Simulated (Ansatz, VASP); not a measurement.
**Sr: VASP beside Ansatz**

The input INCAR:

```
SYSTEM = Sr
PREC = Accurate
ENCUT = 520
EDIFF = 1E-6
ISMEAR = 0
SIGMA = 0.15
LREAL = .FALSE.
LASPH = .TRUE.
NELM = 80
ALGO = Fast
ISIF = 2
LWAVE = .FALSE.
LCHARG = .FALSE.
GGA = CA
NBANDS = 17
```

The input KPOINTS:

```
Automatic mesh
0
G
  12 12 8
  0 0 0
```

File POSCAR:

```
Sr
1.0
    4.1980417077      0.0000000000      0.0000000000
   -2.0990208539      3.5528298300      0.0000000000
    0.0000000000      0.0000000000      6.7154259278
Sr
2
Direct
    0.1627037756      0.6666666667      0.2500000000
    0.8372962244      0.3333333333      0.7500000000
```

Input for Ansatz:

```yaml
crystal:
  lattice:
    - [4.1980417077, 0.0, 0.0]
    - [-2.0990208539, 3.55282983, 0.0]
    - [0.0, 0.0, 6.7154259278]
  atoms:
    - { symbol: Sr, position: [0.1627037756, 0.6666666667, 0.25] }
    - { symbol: Sr, position: [0.8372962244, 0.3333333333, 0.75] }
basis:
  ecutwfc: 420
kpoints:
  mp_grid: { grid: [12, 12, 8] }
hamiltonian:
  xc: lda
scf:
  occupations: { method: gaussian, width: 0.15 }
output:
  forces: true
  stress: true
  eigenvalues: true
```

Change from the starting cell: mode 4 frozen in at -0.700 Å, normal strain along x +0.0233.

Alike in both runs: task single point; functional LDA; k mesh 12 × 12 × 8; occupations gaussian, width 0.15 eV; no spin polarisation.

|  | VASP | Ansatz |
| --- | --- | --- |
| version | VASP 6.6.1 | Ansatz 0.2.0 |
| potentials or method | VASP PAW LDA potentials, release 64 (Sr_sv), cutoff 520 eV | scalar-relativistic, plane waves, PAW |
| valence electrons in the cell | 20 | 20 |

|  | VASP | Ansatz | Ansatz less VASP |
| --- | --- | --- | --- |
| gap on the k mesh at the Fermi level (eV) | none | none | - |
| pressure (GPa) | -0.2 | -0.2 | +0.01 |
| traceless stress, the component that is largest in VASP (GPa) | 2.12 | 2.11 | -0.011 |
| rms of the force components (eV/Å) | 0.254 | 0.253 | -0.0003 |

LDA's correlation is that of Perdew and Zunger in VASP and of Perdew and Wang (1992) in Ansatz. Atom by atom the forces differ by 0.000 eV/Å (rms over components). A gap of «none» marks a metal or a gap that the smearing closes.
